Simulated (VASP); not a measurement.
# Rh: single point with PBE

Crystal: Rh.

```
Rh
1.0
     2.67523    0.00000    0.00000
    -1.33761    2.31682    0.00000
     0.00000    0.00000    4.33809
Rh
2
Cartesian
  0.0000 1.5445 1.0845
  1.3376 0.7723 3.2536
```

This cell differs from its parent crystal: volume scaled by 0.94.

* Program: VASP 6.6.1
* Task: single point
* Functional: PBE
* Potentials or basis: VASP PAW PBE potentials, release 64 (Rh_pv)
* Cutoff: 520 eV
* k mesh: 11 × 11 × 6
* Occupations: fermi-dirac, width 0.05 eV
* Spin: no spin polarisation
* Dipole correction: no
* Further INCAR settings: ALGO = Normal; EDIFF = 1e-06; NBANDS = 22

- Pressure: 13.8 GPa
- Band gap on the k mesh: zero (band 15 reaches 13.06 eV, above the bottom of band 16 at 10.62 eV)

Stress tensor (GPa, compression positive):
```
14.12  0.00  0.00
 0.00 14.12  0.00
 0.00  0.00 13.13
```

Levels at points of the mesh, in eV from the Fermi level:
```csv
k point,band 13,band 14,band 15,band 16,band 17,band 18
"(0.00, 0.00, 0.00)",-2.60,-1.95,-1.95,0.15,0.15,0.68
"(0.00, 0.00, 0.50)",-3.24,-3.24,-0.44,-0.44,-0.44,-0.44
```

Wall time 18 s on 1 thread of Intel(R) Xeon(R) Platinum 8259CL CPU @ 2.50GHz (Skylake/Cascade Lake) (shared host), peak memory 0.15 GiB.
